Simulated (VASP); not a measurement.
Wanted: the native input for a VASP 6.6.1 run.

```
Task                               : single point
Functional                         : HSE06
Potentials or basis                : VASP PAW PBE potentials, release 64 (Rb_sv, Br)
Cutoff                             : 520 eV
k mesh                             : 4 × 4 × 4
Occupations                        : gaussian, width 0.01 eV
Spin                               : no spin polarisation
Dipole correction                  : no
Grid for exact exchange (PRECFOCK) : Normal
Further INCAR settings             : ALGO = Normal; EDIFF = 1e-06; NBANDS = 15
Share of exact exchange            : 0.25
Screening parameter                : 0.2079 1/Å
```

Crystal: RbBr.

```
Rb Br
1.0
     0.08059    3.48743    3.48743
     3.48743    0.08059    3.48743
     3.48743    3.48743    0.08059
Rb Br
1 1
Direct
  0.00000 0.00000 0.00000
  0.50000 0.50000 0.50000
```

This cell differs from its parent crystal: epitaxial 111 strain -1.6%.

The input as run:

POSCAR

```
RbBr
1.0
    0.0805925043      3.4874294724      3.4874294724
    3.4874294724      0.0805925043      3.4874294724
    3.4874294724      3.4874294724      0.0805925043
Rb Br
1 1
Direct
    0.0000000000      0.0000000000      0.0000000000
    0.5000000000      0.5000000000      0.5000000000
```

INCAR.step1

```
SYSTEM = RbBr
PREC     = Accurate       ! precision mode
ENCUT    = 520            ! plane-wave cutoff, eV
EDIFF    = 1E-5           ! SCF threshold, eV
ISMEAR   = 0              ! smearing method
SIGMA    = 0.01           ! smearing width, eV
LREAL    = .False.        ! projectors in reciprocal space
LASPH    = .True.         ! aspherical terms in the spheres
NELM     = 100            ! most SCF steps
ALGO     = Normal         ! electronic algorithm
ISIF     = 2              ! what is computed and relaxed
LWAVE    = .True.         ! write WAVECAR
NBANDS   = 15             ! bands
GGA      = PE             ! functional
```

INCAR.step2

```
SYSTEM = RbBr
PREC     = Accurate       ! precision mode
ENCUT    = 520            ! plane-wave cutoff, eV
EDIFF    = 1E-6           ! SCF threshold, eV
ISMEAR   = 0              ! smearing method
SIGMA    = 0.01           ! smearing width, eV
LREAL    = .False.        ! projectors in reciprocal space
LASPH    = .True.         ! aspherical terms in the spheres
NELM     = 100            ! most SCF steps
ALGO     = Normal         ! electronic algorithm
ISIF     = 2              ! what is computed and relaxed
LWAVE    = .False.        ! write WAVECAR
LCHARG   = .True.         ! write CHGCAR
GGA      = PE             ! functional
LHFCALC  = .True.         ! exact exchange
HFSCREEN = 0.2079         ! screening, 1/A
PRECFOCK = Normal       
LELF     = .True.         ! ELF
LVHAR    = .True.       
NBANDS   = 15             ! bands
ISTART   = 1
```

KPOINTS

```
regular mesh
0
Gamma
  4 4 4
  0 0 0
```

Potentials or basis: VASP PAW PBE potentials, release 64 (Rb_sv, Br).

The run is started by

```console
$ cat potpaw_PBE.64/Rb_sv/POTCAR potpaw_PBE.64/Br/POTCAR > POTCAR
$ cp INCAR.step1 INCAR
$ mpirun -np 1 vasp_std > vasp.out
$ cp INCAR.step2 INCAR
$ mpirun -np 1 vasp_std > vasp.out
```

Results of the run:

- Pressure: 0.5 GPa
- Band gap on the k mesh: 5.45 eV

Caveat: the cell differs from its parent crystal (epitaxial 111 strain -1.6%); the PAW data sets were made with another functional, which shifts forces and pressure a little.

It took 10 min on 1 thread of Oxide Virtual Turin-like Processor, on a shared host, peak memory 0.31 GiB.
